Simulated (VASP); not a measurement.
Input of a VASP 6.6.1 run:

File INCAR:

```
PREC = Accurate ; ENCUT = 600
EDIFF = 1E-6 ; ISMEAR = 0
SIGMA = 0.01 ; LREAL = False
LASPH = True ; NELM = 60
ALGO = Normal ; ISIF = 3
LWAVE = False ; LCHARG = False
GGA = PE ; IBRION = 2
NSW = 80 ; EDIFFG = -0.001
```

File KPOINTS:

```
Automatic mesh
0
Gamma
  6 6 4
```

POSCAR

```
HfO2
1.0
    3.6043048036      0.0000000000      0.0000000000
    0.0000000000      3.6043048036      0.0000000000
    0.0000000000      0.0000000000      5.2639671572
Hf O
2 4
Direct
    0.5000000000      0.5000000000      0.5000000000
    0.0000000000      0.0000000000      0.0000000000
    0.0000000000      0.5000000000      0.6932521111
    0.5000000000      0.0000000000      0.8067478889
    0.5000000000      0.0000000000      0.3067478889
    0.0000000000      0.5000000000      0.1932521111
```

Potentials or basis: VASP PAW PBE potentials, release 64 (Hf_pv, O).

Launch:

```console
$ cat potpaw_PBE.64/Hf_pv/POTCAR potpaw_PBE.64/O/POTCAR > POTCAR
$ mpirun -np 1 vasp_std > vasp.out
```

Predict the band gap on the k mesh.

4.69 eV (least direct gap 4.76 eV).

Estimate the space group after relaxing (to 0.1 Å).

P4_2/nmc (No. 137).

What does it give for the relaxed cell?

a = 3.587 Å, b = 3.587 Å, c = 5.225 Å, α = 90.00°, β = 90.00°, γ = 90.00°.

The path:
| step | energy change (eV) | largest force (eV/Å) | pressure (GPa) | volume (Å³) |
| --- | --- | --- | --- | --- |
| 1 | 0.0000 | 0.0500 | -3.36 | 68.38 |
| 2 | 0.0132 | 0.1712 | 5.29 | 66.04 |
| 3 | -0.0102 | 0.0348 | 0.01 | 67.45 |
| 4 | -0.0102 | 0.0330 | -0.13 | 67.47 |
| 5 | -0.0105 | 0.0318 | -0.11 | 67.43 |
| 6 | -0.0107 | 0.0255 | -0.09 | 67.34 |
| 7 | -0.0109 | 0.0212 | -0.01 | 67.30 |
| 8 | -0.0111 | 0.0076 | 0.24 | 67.18 |
| 9 | -0.0111 | 0.0105 | 0.21 | 67.19 |
| 10 | -0.0111 | 0.0024 | -0.06 | 67.25 |
| 11 | -0.0111 | 0.0000 | -0.03 | 67.24 |
| 12 | -0.0111 | 0.0010 | 0.00 | 67.24 |
| 13 | -0.0111 | 0.0002 | 0.01 | 67.24 |
| 14 | -0.0111 | 0.0002 | 0.01 | 67.24 |
| 15 | -0.0111 | 0.0004 | 0.01 | 67.24 |
| 16 | -0.0111 | 0.0000 | 0.02 | 67.24 |
| 17 | -0.0111 | 0.0003 | 0.02 | 67.24 |
| 18 | -0.0111 | 0.0001 | 0.01 | 67.24 |
| 19 | -0.0111 | 0.0002 | 0.01 | 67.24 |
| 20 | -0.0111 | 0.0003 | 0.01 | 67.24 |
| 21 | -0.0111 | 0.0000 | 0.00 | 67.25 |

Caveat: spin-orbit coupling is left out, which moves the levels of the heavy elements. A k mesh can miss the band edges.
